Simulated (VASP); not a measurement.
Crystal: TiPbO3.

```
Ti Pb O
1.0
     3.96390    0.00000    0.00000
     0.00000    3.96390    0.00000
     0.00000    0.00000    3.96390
Ti Pb O
1 1 3
Direct
  0.50000 0.50000 0.50000
  0.00000 0.00000 0.00000
  0.00000 0.50000 0.50000
  0.50000 0.00000 0.50000
  0.50000 0.50000 0.00000
```

Base run:

- Program: VASP 6.6.1
- Functional: pbe exchange, lda correlation
- Potentials or basis: VASP PAW PBE potentials, release 64 (Ti_sv, Pb_d, O)
- Cutoff: 600 eV
- k mesh: 7 × 7 × 7
- Occupations: gaussian, width 0.01 eV
- Spin: no spin polarisation

Its results: band gap on the k mesh 1.90 eV (least direct gap 1.91 eV); pressure 10.3 GPa.

Task: After a change of settings the same cell gave: band gap on the k mesh 2.04 eV (least direct gap 2.04 eV); pressure 10.3 GPa. Which change was it?
A. k mesh from 7 × 7 × 7 to 5 × 5 × 5
B. k mesh from 7 × 7 × 7 to 2 × 2 × 2
C. k mesh from 7 × 7 × 7 to 3 × 3 × 3
D. k mesh from 7 × 7 × 7 to 4 × 4 × 4

Result: A.

Caveats: the cell stands under pressure; the PAW data sets were made with another functional, which shifts forces and pressure a little; spin-orbit coupling is left out, which moves the levels of the heavy elements; an odd mesh through Γ misses points on the zone boundary, where band edges can lie.
